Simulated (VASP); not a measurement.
Here is a VASP 6.6.1 calculation.

INCAR

```
  PREC = Accurate
  ENCUT = 520
  EDIFF = 1E-6
  ISMEAR = -1
  SIGMA = 0.02
  LREAL = Auto
  LASPH = T
  NELM = 100
  ALGO = Normal
  ISIF = 2
  LWAVE = F
  LCHARG = F
  GGA = PE
  IBRION = 2
  NSW = 80
  EDIFFG = -0.02
  KPAR = 4
```

File KPOINTS:

```
Automatic mesh
0
Gamma
  9 9 1
```

POSCAR

```
MgO
1.0
    2.9605408588      0.0000000000      0.0000000000
   -1.4802704294      2.5639035926      0.0000000000
    0.0000000000      0.0000000000     29.4156207100
Mg O
12 12
Direct
    0.3333333333      0.6666666667      0.8349988900
    0.6666666667      0.3333333333      0.1650011100
    0.6666666667      0.3333333333      0.3349988900
    0.3333333333      0.6666666667      0.6650011100
    0.3333333333      0.6666666667      0.4174392900
    0.6666666667      0.3333333333      0.5825607100
    0.6666666667      0.3333333333      0.9174392900
    0.3333333333      0.6666666667      0.0825607100
    0.0000000000      0.0000000000      0.2500000000
    0.0000000000      0.0000000000      0.7500000000
    0.0000000000      0.0000000000      0.0000000000
    0.0000000000      0.0000000000      0.5000000000
    0.3333333333      0.6666666667      0.9587451600
    0.6666666667      0.3333333333      0.0412548400
    0.6666666667      0.3333333333      0.4587451600
    0.3333333333      0.6666666667      0.5412548400
    0.3333333333      0.6666666667      0.2060794700
    0.6666666667      0.3333333333      0.7939205300
    0.6666666667      0.3333333333      0.7060794700
    0.3333333333      0.6666666667      0.2939205300
    0.0000000000      0.0000000000      0.1237604800
    0.0000000000      0.0000000000      0.8762395200
    0.0000000000      0.0000000000      0.6237604800
    0.0000000000      0.0000000000      0.3762395200
```

Potentials or basis: VASP PAW PBE potentials, release 64 (Mg, O).

Run with:

```sh
$ cat potpaw_PBE.64/Mg/POTCAR potpaw_PBE.64/O/POTCAR > POTCAR
$ mpirun -np 4 vasp_std > vasp.out
```

Problem. Estimate the band gap on the k mesh.

Solution. 4.37 eV.

Problem. Predict the energy gained by relaxing.

Solution. 0.0 meV/atom.

Final structure:
```yaml
crystal:
  lattice:
    - [2.96054, 0.00000, 0.00000]
    - [-1.48027, 2.56390, 0.00000]
    - [0.00000, 0.00000, 29.41562]
  atoms:
    - { symbol: Mg, position: [0.33333, 0.66667, 0.83501] }
    - { symbol: Mg, position: [0.66667, 0.33333, 0.16499] }
    - { symbol: Mg, position: [0.66667, 0.33333, 0.33501] }
    - { symbol: Mg, position: [0.33333, 0.66667, 0.66499] }
    - { symbol: Mg, position: [0.33333, 0.66667, 0.41749] }
    - { symbol: Mg, position: [0.66667, 0.33333, 0.58251] }
    - { symbol: Mg, position: [0.66667, 0.33333, 0.91749] }
    - { symbol: Mg, position: [0.33333, 0.66667, 0.08251] }
    - { symbol: Mg, position: [0.00000, 0.00000, 0.25000] }
    - { symbol: Mg, position: [0.00000, 0.00000, 0.75000] }
    - { symbol: Mg, position: [0.00000, 0.00000, 0.00000] }
    - { symbol: Mg, position: [0.00000, 0.00000, 0.50000] }
    - { symbol: O, position: [0.33333, 0.66667, 0.95872] }
    - { symbol: O, position: [0.66667, 0.33333, 0.04128] }
    - { symbol: O, position: [0.66667, 0.33333, 0.45872] }
    - { symbol: O, position: [0.33333, 0.66667, 0.54128] }
    - { symbol: O, position: [0.33333, 0.66667, 0.20610] }
    - { symbol: O, position: [0.66667, 0.33333, 0.79390] }
    - { symbol: O, position: [0.66667, 0.33333, 0.70610] }
    - { symbol: O, position: [0.33333, 0.66667, 0.29390] }
    - { symbol: O, position: [0.00000, 0.00000, 0.12378] }
    - { symbol: O, position: [0.00000, 0.00000, 0.87622] }
    - { symbol: O, position: [0.00000, 0.00000, 0.62378] }
    - { symbol: O, position: [0.00000, 0.00000, 0.37622] }
```
